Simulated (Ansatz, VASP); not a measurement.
## BN in VASP and in Ansatz

```
CELL_PARAMETERS angstrom
2.50400 0.00000 0.00000
-1.25200 2.16853 0.00000
0.00000 0.00000 6.66100
ATOMIC_POSITIONS crystal
B 0.33333 0.66667 0.25000
B 0.66667 0.33333 0.75000
N 0.66667 0.33333 0.25000
N 0.33333 0.66667 0.75000
```

Alike in both runs: task relaxation of cell and atoms; functional r2SCAN; dispersion rVV10; k mesh 12 × 12 × 4; no spin polarisation.

```csv
,VASP,Ansatz
version,VASP 6.6.1,Ansatz 0.2.0
potentials or method,"VASP PAW PBE potentials, release 64 (B, N), cutoff 600 eV","scalar-relativistic, plane waves, PAW"
occupations,"gaussian, width 0.01 eV",fixed
valence electrons in the cell,16,16
```

Ansatz gave:

```
gap on the k mesh at the Fermi level, each at its own relaxed structure (eV) : 4.77
relaxed volume (Å³/atom)                                                     : 8.84
```

**Question.** Estimate VASP's values.

**Answer.** gap on the k mesh at the Fermi level, each at its own relaxed structure (eV): 4.79; relaxed volume (Å³/atom): 8.80.

VASP's potentials were made for PBE, not for r2SCAN.
